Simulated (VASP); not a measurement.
The system is LiCl.

```xyz
2
Lattice="0.0000 2.5560 2.5560 2.5560 0.0000 2.5560 2.5560 2.5560 0.0000" Properties=species:S:1:pos:R:3 pbc="T T T"
Li    0.0000    0.0000    0.0000
Cl    2.5560    2.5560    2.5560
```

Base run:

```yaml
Program: VASP 6.6.1
Functional: PBE0
Potentials_or_basis: VASP PAW PBE potentials, release 64 (Li_sv, Cl)
Cutoff: 520 eV
k_mesh: 6 × 6 × 6
Occupations: gaussian, width 0.01 eV
Spin: no spin polarisation
```

Its results: band gap on the k mesh 8.52 eV.

Task: The run is repeated on the same cell with these changes: functional from PBE0 to r2SCAN0; further incar settings from ALGO = Normal; EDIFF = 1e-07; NBANDS = 12 to ALGO = Normal; EDIFF = 1e-06; NBANDS = 12. What comes out?

Result: Band gap on the k mesh 9.10 eV.

A k mesh can miss the band edges.
